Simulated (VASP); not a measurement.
# Ga2BAs3 (P3m1) in VASP: further runs, part 2 of 2

VASP 6.6.1.

## Step 4: Relaxation of cell and atoms, PBE

The input, INCAR:

```
PREC = Accurate
ENCUT = 600
EDIFF = 1E-6
ISMEAR = 0
SIGMA = 0.1
LREAL = False
LASPH = True
NELM = 60
ALGO = Normal
ISIF = 3
LWAVE = False
LCHARG = False
GGA = PE
IBRION = 2
NSW = 90
EDIFFG = -0.04
```

The input, KPOINTS:

```
regular mesh
0
Gamma
  6 6 2
```

The input, POSCAR:

```
Ga2BAs3
1.0
    3.8002830400      0.0000000000      0.0000000000
   -1.9001415200      3.2911416500      0.0000000000
    0.0000000000      0.0000000000      9.3087543200
Ga B As
2 1 3
Direct
    0.0000000000      0.0000000000      0.0000000000
    0.6666666700      0.3333333300      0.3333333300
    0.3333333300      0.6666666700      0.6666666700
    0.0000000000      0.0000000000      0.7500000000
    0.3333333300      0.6666666700      0.4166666700
    0.6666666700      0.3333333300      0.0833333300
```

Potentials or basis: VASP PAW PBE potentials, release 64 (Ga_d, B, As).

Command:

```bash
$ cat potpaw_PBE.64/Ga_d/POTCAR potpaw_PBE.64/B/POTCAR potpaw_PBE.64/As/POTCAR > POTCAR
$ mpirun -np 1 vasp_std > vasp.out
```

OUTCAR:

```text
PREC = Accurate
   ENCUT = 600
   EDIFF = 1E-6
   ISMEAR = 0
   LREAL = False
   LASPH = True
   NELM = 60
   ISIF = 3
   GGA = PE
   IBRION = 2
   NSW = 90
   EDIFFG = -0.04

 ion  position               nearest neighbor table
   1  0.000  0.000  0.000-   6 2.33   6 2.33   4 2.33   6 2.33
   2  0.667  0.333  0.333-   5 2.33   6 2.33   5 2.33   5 2.33
   3  0.333  0.667  0.667-   4 2.33   4 2.33   5 2.33   4 2.33
   4  0.000  0.000  0.750-   3 2.33   3 2.33   1 2.33   3 2.33
   5  0.333  0.667  0.417-   2 2.33   3 2.33   2 2.33   2 2.33
   6  0.667  0.333  0.083-   1 2.33   1 2.33   2 2.33   1 2.33

  LATTYP: Found a hexagonal cell.
 ALAT       =     3.8002830400
 C/A-ratio  =     2.4494897412

  Lattice vectors:

 A1 = (   3.8002830400,   0.0000000000,   0.0000000000)
 A2 = (  -1.9001415200,   3.2911416500,   0.0000000000)
 A3 = (   0.0000000000,   0.0000000000,   9.3087543200)

Analysis of symmetry for initial positions (statically):
=====================================================================
 Subroutine PRICEL returns:
 Original cell was already a primitive cell.

 Routine SETGRP: Setting up the symmetry group for a
 hexagonal supercell.

 Subroutine GETGRP returns: Found  6 space group operations
 (whereof  6 operations were pure point group operations)
 out of a pool of 24 trial point group operations.

[... 142 lines left out ...]
 conjugate gradient relaxation of ions
 non-spin polarized calculation
 Gauss-broadening in eV      SIGMA  =   0.10
  energy-cutoff  :      600.00
  volume of cell :      116.43
 maximum number of plane-waves:      3914
   NGX = 15   NGY = 15   NGZ = 37

--------------------------------------- Ionic step        1  -------------------------------------------

 number of electron      43.9999979 magnetization

 Free energy of the ion-electron system (eV)
  ---------------------------------------------------
  ext. energy  EPLUGINS =         0.00000000
  ---------------------------------------------------
  free energy    TOTEN  =       -26.03585516 eV

  energy without entropy =      -26.03585516  energy(sigma->0) =      -26.03585516

 E-fermi :   5.0366     XC(G=0):  -9.8987

 val. band max:        4.6541303578   @ k =   0.0000   0.0000   0.0000
 cond. band min:       5.4101501094   @ k =   0.0000   0.0000   0.0000
 fundamental gap:      0.7560197515
 Fermi energy:         5.0366184164

 k-point     1 :       0.0000    0.0000    0.0000
  band No.  band energies     occupation
      1     -10.6403      2.00000
      2     -10.5352      2.00000
      3     -10.5352      2.00000
      4     -10.5088      2.00000
      5     -10.4303      2.00000
      6     -10.4303      2.00000
[... 714 lines left out ...]
--------------------------------------- Ionic step        9  -------------------------------------------

 number of electron      44.0000006 magnetization

 Free energy of the ion-electron system (eV)
  ---------------------------------------------------
  ext. energy  EPLUGINS =         0.00000000
  ---------------------------------------------------
  free energy    TOTEN  =       -26.80506904 eV

  energy without entropy =      -26.80233279  energy(sigma->0) =      -26.80370091

 E-fermi :   4.3765     XC(G=0):  -9.6733

 val. band max:        4.3609743367   @ k =   0.0000   0.0000   0.0000
 cond. band min:       4.4453380219   @ k =   0.0000   0.0000   0.5000
 fundamental gap:      0.0843636852
 Fermi energy:         4.3764734774

 k-point     1 :       0.0000    0.0000    0.0000
  band No.  band energies     occupation
      1     -10.7702      2.00000
      2     -10.7206      2.00000
      3     -10.7206      2.00000
      4     -10.6652      2.00000
      5     -10.6480      2.00000
      6     -10.6480      2.00000
[... 428 lines left out ...]
  FREE ENERGIE OF THE ION-ELECTRON SYSTEM (eV)
  ---------------------------------------------------
  free  energy   TOTEN  =       -26.8050690439 eV

  energy  without entropy=      -26.8023327860  energy(sigma->0) =      -26.80370091

 reached required accuracy - stopping structural energy minimisation
```

OSZICAR:

```text
N       E                     dE             d eps       ncg     rms          rms(c)
DAV:   1     0.340700968206E+03    0.34070E+03   -0.22400E+04   740   0.244E+03
DAV:   2     0.170767274202E+02   -0.32362E+03   -0.31770E+03   800   0.524E+02
DAV:   3    -0.247062009185E+02   -0.41783E+02   -0.40239E+02   890   0.148E+02
[... 81 lines left out ...]
DAV:   1    -0.268054994756E+02   -0.67309E-03   -0.51410E-02   854   0.195E+00    0.149E-01
DAV:   2    -0.268051938348E+02    0.30564E-03   -0.29441E-03   988   0.723E-01    0.683E-02
DAV:   3    -0.268050786216E+02    0.11521E-03   -0.34932E-04  1096   0.220E-01    0.165E-02
DAV:   4    -0.268050695244E+02    0.90972E-05   -0.49752E-05   874   0.773E-02    0.421E-03
DAV:   5    -0.268050690439E+02    0.48048E-06   -0.22398E-06   618   0.170E-02
   9 F= -.26805069E+02 E0= -.26803701E+02  d E =-.378572E-02
```

It took 5.4 min on 1 thread of Intel Xeon Platinum 8375C at 2.90GHz (Ice Lake), shared host; peak memory 0.28 GiB.

What came out:

- Free energy: -26.8051 eV
- Relaxed volume: 20.44 Å³/atom
- Relaxed cell: a = 3.859 Å, b = 3.859 Å, c = 9.508 Å, α = 90.00°, β = 90.00°, γ = 120.00°
- Space group after relaxing (to 0.1 Å): P3m1 (No. 156)
- Energy gained by relaxing: 128.2 meV/atom
- Ionic steps: 9
- Pressure after relaxing: 0.0 GPa
- Largest force after relaxing: 0.039 eV/Å
- Band gap on the k mesh: zero (filled and empty bands touch)

Forces in eV/Å, atoms in the order of the input:
```
Ga   0.000  0.000  0.008
Ga   0.000  0.000 -0.037
B    0.000  0.000 -0.001
As   0.000  0.000 -0.027
As   0.000  0.000  0.018
As   0.000  0.000  0.039
```

The path:
```csv
step,energy change (eV),largest force (eV/Å),pressure (GPa),volume (Å³)
1,0.0000,2.8190,6.06,116.43
2,-0.5243,1.0189,-3.26,129.23
3,-0.5271,1.1440,-2.73,128.18
4,-0.7080,0.6450,-0.96,124.41
5,-0.7277,0.6229,0.07,122.80
6,-0.7649,0.2565,0.36,122.03
7,-0.7654,0.2488,0.39,121.92
8,-0.7690,0.0636,-0.16,122.80
9,-0.7692,0.0391,-0.02,122.63
```

Final structure:
```
Ga B As
1.0
     3.85912    0.00000    0.00000
    -1.92956    3.34210    0.00000
     0.00000    0.00000    9.50777
Ga B As
2 1 3
Direct
  0.00000 0.00000 0.98813
  0.66667 0.33333 0.34476
  0.33333 0.66667 0.66116
  0.00000 0.00000 0.72799
  0.33333 0.66667 0.44218
  0.66667 0.33333 0.08578
```

Caveat: semilocal functionals underestimate gaps, so a narrow gap can read as zero.

## Step 5: The runs side by side

```csv
task,cell,cutoff (eV),gap on the mesh (eV),pressure (GPa),largest force (eV/Å)
single point,"a = 3.800, b = 3.800, c = 9.309 Å, angles 90.0, 90.0, 120.0°, 6 atoms, atomic positions A",520,0.76,6.1,2.82
single point,"a = 3.858, b = 3.858, c = 9.502 Å, angles 90.0, 90.0, 120.0°, 6 atoms, atomic positions B",520,none,0.0,0.03
relaxation of cell and atoms,"relaxed from a = 3.800, b = 3.800, c = 9.309 Å, angles 90.0, 90.0, 120.0°, 6 atoms, atomic positions A",600,none,0.0,0.04
```

Alike in all rows: level PBE; potentials or basis VASP PAW PBE potentials, release 64 (Ga_d, B, As); no spin polarisation; k mesh 6 × 6 × 2; smearing gaussian 0.1 eV.

Caveats: semilocal functionals underestimate gaps, so a narrow gap can read as zero (at least some runs); the cell stands under pressure (at least some runs); forces of over 1 eV/Å act on the atoms, so gaps and moduli don't describe the material at rest (at least some runs).

Total energies depend on the potentials used, so only differences within one code and one set of settings carry meaning.
